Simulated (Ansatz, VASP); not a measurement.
# One calculation of Se, two programs

INCAR

```
ALGO = Normal
EDIFF = 1E-6
ENCUT = 520
GGA = PE
ISIF = 2
ISMEAR = 0
IVDW = 12
LASPH = T
LCHARG = F
LREAL = F
LWAVE = F
NBANDS = 16
NELM = 60
PREC = Accurate
SIGMA = 0.05
```

Contents of KPOINTS:

```
k-points
0
Gamma
  9 9 8
```

File POSCAR:

```
Se
1.0
    3.9409371099      0.0000000000      0.0000000000
   -1.9704685549      3.4129516519      0.0000000000
    0.0000000000      0.0000000000      5.4641093028
Se
3
Direct
    0.3087981154      0.0000000000      0.3333333333
    0.0000000000      0.3087981154      0.6666666667
    0.6912018846      0.6912018846      0.0000000000
```

Input for Ansatz:

```yaml
crystal:
  lattice:
    - [3.9409371099, 0.0, 0.0]
    - [-1.9704685549, 3.4129516519, 0.0]
    - [0.0, 0.0, 5.4641093028]
  atoms:
    - { symbol: Se, position: [0.3087981154, 0.0, 0.3333333333] }
    - { symbol: Se, position: [0.0, 0.3087981154, 0.6666666667] }
    - { symbol: Se, position: [0.6912018846, 0.6912018846, 0.0] }
basis:
  ecutwfc: 420
kpoints:
  mp_grid: { grid: [9, 9, 8] }
hamiltonian:
  xc: pbe
  dispersion: d3bj
scf:
  occupations: { method: gaussian, width: 0.05 }
output:
  forces: true
  stress: true
  eigenvalues: true
  write_density: true
  write_potential: true
  elf: true
  volumetric_format: npy
```

Alike in both runs: task single point; functional PBE; dispersion D3(BJ); k mesh 9 × 9 × 8; occupations gaussian, width 0.05 eV; no spin polarisation.

|  | VASP | Ansatz |
| --- | --- | --- |
| version | VASP 6.6.1 | Ansatz 0.2.0 |
| potentials or method | VASP PAW PBE potentials, release 64 (Se), cutoff 520 eV | scalar-relativistic, plane waves, PAW |
| valence electrons in the cell | 18 | 48 |

```tsv
	VASP	Ansatz	Ansatz less VASP
gap on the k mesh at the Fermi level (eV)	none	none	-
pressure (GPa)	-7.1	-7.1	-0.01
traceless stress, the component that is largest in VASP (GPa)	-2.11	-2.12	-0.005
rms of the force components (eV/Å)	0.367	0.367	+0.0001
```

Atom by atom the forces differ by 0.000 eV/Å (rms over components). A gap of «none» marks a metal or a gap that the smearing closes. VASP's potentials hold 18 valence electrons a cell and Ansatz's 48, so a difference there can come from the potentials and not from the codes.
